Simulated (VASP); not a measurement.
SrCl2: single point with PBE

SrCl2:

```
CELL_PARAMETERS angstrom
2.45672 1.41839 4.02977
-2.45672 1.41839 4.02977
0.00000 -2.83678 4.02977
ATOMIC_POSITIONS crystal
Sr 0.00000 0.00000 0.00000
Cl 0.24972 0.24972 0.24972
Cl 0.75028 0.75028 0.75028
```

This cell differs from its parent crystal: uniaxial z strain +0.4%.

```
Program                : VASP 6.6.1
Task                   : single point
Functional             : PBE
Potentials or basis    : VASP PAW PBE potentials, release 64 (Sr_sv, Cl)
Cutoff                 : 520 eV
k mesh                 : 6 × 6 × 6
Occupations            : fermi-dirac, width 0.02 eV
Spin                   : no spin polarisation
Dipole correction      : no
Further INCAR settings : ALGO = Normal; EDIFF = 1e-06; NBANDS = 19
```

```json
{
  "Pressure": "1.4 GPa",
  "Band gap on the k mesh": "5.37 eV (least direct gap 5.50 eV)"
}
```

Stress tensor (GPa, compression positive):
```
1.39 0.00 0.00
0.00 1.39 0.00
0.00 0.00 1.31
```

Levels at points of the mesh, in eV from the valence-band top:
```csv
k point,band 10,band 11,band 12,band 13,band 14,band 15
"(0.00, 0.00, 0.00)",-0.34,-0.34,-0.34,5.37,6.09,6.09
"(0.50, 0.00, 0.00)",-1.33,-1.06,-1.05,6.71,6.73,7.54
"(0.50, 0.50, 0.00)",-0.41,-0.40,0.00,5.50,7.06,7.62
"(0.50, 0.50, 0.50)",-1.33,-1.06,-1.06,6.71,6.71,7.52
```

Run time: 48 s on 1 thread of Intel(R) Xeon(R) Platinum 8259CL CPU @ 2.50GHz (Skylake/Cascade Lake) (shared host), peak memory 0.25 GiB.

Caveat: the cell differs from its parent crystal (uniaxial z strain +0.4%). A k mesh can miss the band edges.
